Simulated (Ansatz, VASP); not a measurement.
One calculation of Ga2O3, two programs

The input INCAR:

```
SYSTEM = Ga2O3
PREC = Accurate
ENCUT = 520
EDIFF = 1E-6
ISMEAR = -1
SIGMA = 0.05
LREAL = .False.
LASPH = .True.
NELM = 80
ALGO = Normal
ISIF = 2
LWAVE = .False.
LCHARG = .False.
GGA = PE
IVDW = 12
NBANDS = 55
```

KPOINTS

```
regular mesh
0
Gamma
  9 9 5
  0 0 0
```

File POSCAR:

```
Ga2O3
1.0
    6.1873644791     -1.5385332127      0.0000000000
    6.1873644791      1.5385332127      0.0000000000
   -1.4042276835      0.0000000000      5.7040962965
Ga O
4 6
Direct
    0.3413400000      0.3413400000      0.6859800000
    0.6586600000      0.6586600000      0.3140200000
    0.9095000000      0.9095000000      0.2054000000
    0.0905000000      0.0905000000      0.7946000000
    0.5041000000      0.5041000000      0.7434000000
    0.4959000000      0.4959000000      0.2566000000
    0.8267000000      0.8267000000      0.4368000000
    0.1733000000      0.1733000000      0.5632000000
    0.8355000000      0.8355000000      0.8902000000
    0.1645000000      0.1645000000      0.1098000000
```

input.yaml

```yaml
crystal:
  lattice:
    - [6.1873644791, -1.5385332127, 0.0]
    - [6.1873644791, 1.5385332127, 0.0]
    - [-1.4042276835, 0.0, 5.7040962965]
  atoms:
    - { symbol: Ga, position: [0.34134, 0.34134, 0.68598] }
    - { symbol: Ga, position: [0.65866, 0.65866, 0.31402] }
    - { symbol: Ga, position: [0.9095, 0.9095, 0.2054] }
    - { symbol: Ga, position: [0.0905, 0.0905, 0.7946] }
    - { symbol: O, position: [0.5041, 0.5041, 0.7434] }
    - { symbol: O, position: [0.4959, 0.4959, 0.2566] }
    - { symbol: O, position: [0.8267, 0.8267, 0.4368] }
    - { symbol: O, position: [0.1733, 0.1733, 0.5632] }
    - { symbol: O, position: [0.8355, 0.8355, 0.8902] }
    - { symbol: O, position: [0.1645, 0.1645, 0.1098] }
hamiltonian:
  xc: pbe
  pseudopotentials: { kind: paw }
  dispersion: d3bj
kpoints:
  mp_grid: { grid: [9, 9, 5] }
scf:
  occupations: { method: fermi_dirac, width: 0.05 }
output:
  forces: true
  stress: true
  eigenvalues: true
  write_density: true
  write_potential: true
  elf: true
  volumetric_format: npy
```

Alike in both runs: task single point; functional PBE; dispersion D3(BJ); k mesh 9 × 9 × 5; occupations fermi-dirac, width 0.05 eV; no spin polarisation.

|  | VASP | Ansatz |
| --- | --- | --- |
| version | VASP 6.6.1 | Ansatz 0.2.0 |
| potentials or method | VASP PAW PBE potentials, release 64 (Ga_d, O) | Ansatz PAW |
| plane-wave cutoff (eV) | 520 | 420 |
| valence electrons in the cell | 88 | 88 |

Ansatz gave:

* gap on the k mesh at the Fermi level (eV): 2.08
* least direct gap on the mesh (eV): 2.11
* pressure (GPa): -1.4
* traceless stress, the component that is largest in VASP (GPa): -0.34
* rms of the force components (eV/Å): 0.030

**Question.** Estimate VASP's values.

**Answer.** gap on the k mesh at the Fermi level (eV): 2.07; least direct gap on the mesh (eV): 2.09; pressure (GPa): -0.8; traceless stress, the component that is largest in VASP (GPa): -0.38; rms of the force components (eV/Å): 0.034.

Atom by atom the forces differ by 0.008 eV/Å (rms over components).

Noted on Ansatz's run: odd divisions of the mesh miss points on the zone boundary, where band edges often lie, so the gap on the mesh can be too wide.
